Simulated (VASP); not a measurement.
# Cu (C2/m) in VASP: a series of runs, part 2 of 2

VASP 6.6.1. The steps go on from the part before.

## Step 3: Single point, PBEsol (engineering shear strain xy -0.0467, strain +e along x and -e along y -0.0500)

The input, INCAR:

```
PREC = Accurate
ENCUT = 520
EDIFF = 1E-7
ISMEAR = 0
SIGMA = 0.15
LREAL = F
LASPH = T
NELM = 100
ALGO = Fast
ISIF = 2
LWAVE = F
LCHARG = T
GGA = PS
LELF = T
LVHAR = T
NBANDS = 12
```

The input, KPOINTS:

```
Automatic mesh
0
Gamma
  22 22 22
```

The input, POSCAR:

```
Cu
1.0
   -0.0416013458      1.8707243280      1.7816422171
    1.6925601062     -0.0416013458      1.7816422171
    1.6509587605      1.8291229822      0.0000000000
Cu
1
Direct
    0.0000000000      0.0000000000      0.0000000000
```

Potentials or basis: VASP PAW PBE potentials, release 64 (Cu).

Started as:

```sh
> cat potpaw_PBE.64/Cu/POTCAR > POTCAR
> mpirun -np 1 vasp_std > vasp.out
```

OUTCAR:

```text
PREC = Accurate
   ENCUT = 520
   EDIFF = 1E-7
   ISMEAR = 0
   LREAL = F
   LASPH = T
   NELM = 100
   ISIF = 2
   GGA = PS

 ion  position               nearest neighbor table
   1  0.000  0.000  0.000-

  LATTYP: Found a base centered monoclinic cell.
 ALAT       =     3.3861425754
 B/A-ratio  =     1.0523137626
 C/A-ratio  =     0.7276752417
 COS(beta)  =    -0.6515860613

  Lattice vectors:

 A1 = (  -1.6925601062,   0.0416013458,  -1.7816422171)
 A2 = (  -1.6925601063,   0.0416013458,   1.7816422171)
 A3 = (   1.6509587605,   1.8291229822,   0.0000000000)

Analysis of symmetry for initial positions (statically):
=====================================================================
 Subroutine PRICEL returns:
 Original cell was already a primitive cell.

 Routine SETGRP: Setting up the symmetry group for a
 base centered monoclinic supercell.

 Subroutine GETGRP returns: Found  4 space group operations
 (whereof  4 operations were pure point group operations)
 out of a pool of  4 trial point group operations.

The static configuration has the point symmetry C_2h.

Analysis of symmetry for dynamics (positions and initial velocities):
=====================================================================
 Subroutine PRICEL returns:
 Original cell was already a primitive cell.

 Routine SETGRP: Setting up the symmetry group for a
 base centered monoclinic supercell.

 Subroutine GETGRP returns: Found  4 space group operations
 (whereof  4 operations were pure point group operations)
 out of a pool of  4 trial point group operations.

The dynamic configuration has the point symmetry C_2h.

 Subroutine INISYM returns: Found  4 space group operations
 (whereof  4 operations are pure point group operations),
 and found     1 'primitive' translations

----------------------------------------------------------------------------------------

                                     Primitive cell

  volume of cell :      11.2763

  direct lattice vectors                    reciprocal lattice vectors
    -0.041601346  1.870724328  1.781642217    -0.288999081  0.260849363  0.280639960
     1.692560106 -0.041601346  1.781642217     0.288999081 -0.260849363  0.280639960
     1.650958761  1.829122982  0.000000000     0.302144999  0.273995281 -0.280639960

  length of vectors
     2.583716156  2.457791565  2.464012117     0.479918374  0.479918374  0.495099790

  position of ions in fractional coordinates (direct lattice)
     0.000000000  0.000000000  0.000000000

  ion indices of the primitive-cell ions
   primitive index   ion index
                 1           1

----------------------------------------------------------------------------------------

 KPOINTS: Automatic mesh

Automatic generation of k-mesh.
 Grid dimensions read from file:
 generate k-points for:   22   22   22

 Generating k-lattice:

  Cartesian coordinates                     Fractional coordinates (reciprocal lattice)
    -0.013136322  0.011856789  0.012756362     0.045454545  0.000000000  0.000000000
     0.013136322 -0.011856789  0.012756362    -0.000000000  0.045454545  0.000000000
     0.013733864  0.012454331 -0.012756362     0.000000000  0.000000000  0.045454545

  Length of vectors
     0.021814472  0.021814472  0.022504536

  Shift w.r.t. Gamma in fractional coordinates (k-lattice)
     0.000000000  0.000000000  0.000000000

 Subroutine IBZKPT returns following result:
 ===========================================

 Found   2796 irreducible k-points:

 Following reciprocal coordinates:
            Coordinates               Weight
  0.000000  0.000000  0.000000      1.000000
  0.045455 -0.000000 -0.000000      4.000000
  0.090909 -0.000000 -0.000000      4.000000
  0.136364 -0.000000 -0.000000      4.000000
  0.181818 -0.000000 -0.000000      4.000000
  0.227273 -0.000000 -0.000000      4.000000
[... 16 lines left out ...]
  0.500000  0.045455 -0.000000      4.000000
 -0.454545  0.045455  0.000000      4.000000
 [... further k-points ...]
   k-points           NKPTS =   2796   k-points in BZ     NKDIM =   2796   number of bands    NBANDS=     12
   number of dos      NEDOS =    301   number of ions     NIONS =      1
   total plane-waves  NPLWV =   6480
   dimension x,y,z NGX =    20 NGY =   18 NGZ =   18
   dimension x,y,z NGXF=    40 NGYF=   36 NGZF=   36
   ions per type =               1
   NGX,Y,Z   is equivalent  to a cutoff of  12.87, 12.18, 12.14 a.u.
   NGXF,Y,Z  is equivalent  to a cutoff of  25.74, 24.35, 24.29 a.u.
 SYSTEM =  unknown system
   PREC   = accura    normal or accurate (medium, high low for compatibility)
   ISTART =      0    job   : 0-new  1-cont  2-samecut
   ICHARG =      2    charge: 1-file 2-atom 10-const
   ISPIN  =      1    spin polarized calculation?
   LNONCOLLINEAR =      F non collinear calculations
   LSORBIT =      F    spin-orbit coupling
   LASPH  =      T    aspherical Exc in radial PAW
   ENCUT  =  520.0 eV  38.22 Ry    6.18 a.u.   4.80  4.57  4.58*2*pi/ulx,y,z
   NELM   =    100;   NELMIN=  2; NELMDL= -5     # of ELM steps
   EDIFF  = 0.1E-06   stopping-criterion for ELM
   LREAL  =      F    real-space projection
   EDIFFG = 0.1E-05   stopping-criterion for IOM
   NSW    =      0    number of steps for IOM
   IBRION =     -1    ionic relax: 0-MD 1-quasi-New 2-CG
   NFREE  =      0    steps in history (QN), initial steepest desc. (CG)
   ISIF   =      2    stress and relaxation
   ISYM   =      2    0-nonsym 1-usesym 2-fastsym
   POTIM  = 0.5000    time-step for ionic-motion
   TEBEG  =    0.0;   TEEND  =   0.0 temperature during run
   PSTRESS=    0.0 pullay stress
   NELECT =      11.0000    total number of electrons
   NUPDOWN=      -1.0000    fix difference up-down
   EMIN   =  10.00;   EMAX   =-10.00  energy-range for DOS
   EFERMI =   0.00;   METHOD = LEGACY
   ISMEAR =     0;   SIGMA  =   0.15  broadening in eV -4-tet -1-fermi 0-gaus
   EFERMI_NEDOS =   21; number of points for ismear=-14 and -15
   IALGO  =     68    algorithm
   IMIX   =      4    mixing-type and parameters
     AMIX     =   0.40;   BMIX     =  1.00
     AMIX_MAG =   1.60;   BMIX_MAG =  1.00
  volume/ion in A,a.u.               =      11.28        76.10
  Fermi-wavevector in a.u.,A,eV,Ry     =   1.623616  3.068190 35.866726  2.636130
  Thomas-Fermi vector in A             =   2.717037
   LORBIT       =      0    0 simple, 1 ext, 2 COOP (PROOUT), +10 PAW based schemes
   GGA     = PS    functional components
   LHFCALC =     F    Hartree Fock is set to
   AEXX    =    0.0000 exact exchange contribution
   IVDW    =     0    specifies the selected vdW correction
   LEPSILON=     F    determine dielectric tensor
   LRPA    =     F    only Hartree local field effects (RPA)
 non-spin polarized calculation
 RMM-DIIS sequential band-by-band and
 Gauss-broadening in eV      SIGMA  =   0.15
  energy-cutoff  :      520.00
  volume of cell :       11.28
 maximum number of plane-waves:       319
   NGX =  9   NGY =  9   NGZ =  9

 number of electron      11.0000010 magnetization

 Free energy of the ion-electron system (eV)
  ---------------------------------------------------
  ext. energy  EPLUGINS =         0.00000000
  ---------------------------------------------------
  free energy    TOTEN  =        -4.29147111 eV

  energy without entropy =       -4.28791622  energy(sigma->0) =       -4.28969367

 E-fermi :   8.0085     XC(G=0): -13.1789

 val. band max:        8.0068906862   @ k =   0.0455   0.1364   0.5000
 cond. band min:       8.0118887633   @ k =  -0.4091   0.1364   0.0000
 fundamental gap:      0.0049980772
 Fermi energy:         8.0084656713

 k-point     1 :       0.0000    0.0000    0.0000
  band No.  band energies     occupation
      1      -1.7603      2.00000
      2       4.5301      2.00000
      3       4.8060      2.00000
      4       5.1086      2.00000
      5       5.4795      2.00000
      6       5.9116      2.00000
      7      30.8228      0.00000
      8      32.8329      0.00000
      9      34.2444      0.00000
     10      35.2166      0.00000
     11      35.5653      0.00000
     12      36.3972      0.00000
[... 331 lines left out ...]
 k-point    24 :      -0.4545    0.0455    0.0000
  band No.  band energies     occupation
      1       2.5987      2.00000
      2       4.5228      2.00000
      3       5.0710      2.00000
      4       5.8442      2.00000
      5       6.3077      2.00000
      6       6.9195      2.00000
      7      11.9583      0.00000
      8      28.3085      0.00000
      9      29.1632      0.00000
     10      32.9881      0.00000
     11      34.1946      0.00000
     12      35.9105      0.00000

 [... further k-points ...]
[... 5 lines left out ...]
  --------------------------------------------------------------------------------------
  -------------------------------------------------------------------------------------
  Total        0.3323091     -0.1286438      0.1878362      0.3208891      0.0000000     -0.0000000
  in kB       47.2156348    -18.2781563     26.6884184     45.5930503      0.0000000     -0.0000000
  external PRESSURE =      18.5419656 kB  Pullay stress =       0.0000000 kB

 VOLUME and BASIS-vectors are now :
 -----------------------------------------------------------------------------
  energy-cutoff  :      520.00
  volume of cell :       11.28
      direct lattice vectors                 reciprocal lattice vectors
    -0.041601346  1.870724328  1.781642217    -0.288999081  0.260849363  0.280639960
     1.692560106 -0.041601346  1.781642217     0.288999081 -0.260849363  0.280639960
     1.650958761  1.829122982  0.000000000     0.302144999  0.273995281 -0.280639960

 POSITION                                       TOTAL-FORCE (eV/Angst)
 -----------------------------------------------------------------------------------
      0.00000      0.00000      0.00000        -0.000000     -0.000000      0.000000
 -----------------------------------------------------------------------------------
    total drift:                                0.000000     -0.000000     -0.000000

  FREE ENERGIE OF THE ION-ELECTRON SYSTEM (eV)
  ---------------------------------------------------
  free  energy   TOTEN  =        -4.2914711131 eV

  energy  without entropy=       -4.2879162203  energy(sigma->0) =       -4.28969367
```

It took 4.7 min on 1 thread of Intel Xeon Platinum 8488C (Sapphire Rapids), shared host; peak memory 0.46 GiB.

Results:

```
Free energy            : -4.2915 eV
Pressure               : 1.9 GPa
Band gap on the k mesh : zero (an odd number of electrons rules out a gap without spin polarisation)
```

Caveat: the cell differs from its parent crystal (engineering shear strain xy -0.0467, strain +e along x and -e along y -0.0500); the PAW data sets were made with another functional, which shifts forces and pressure a little.
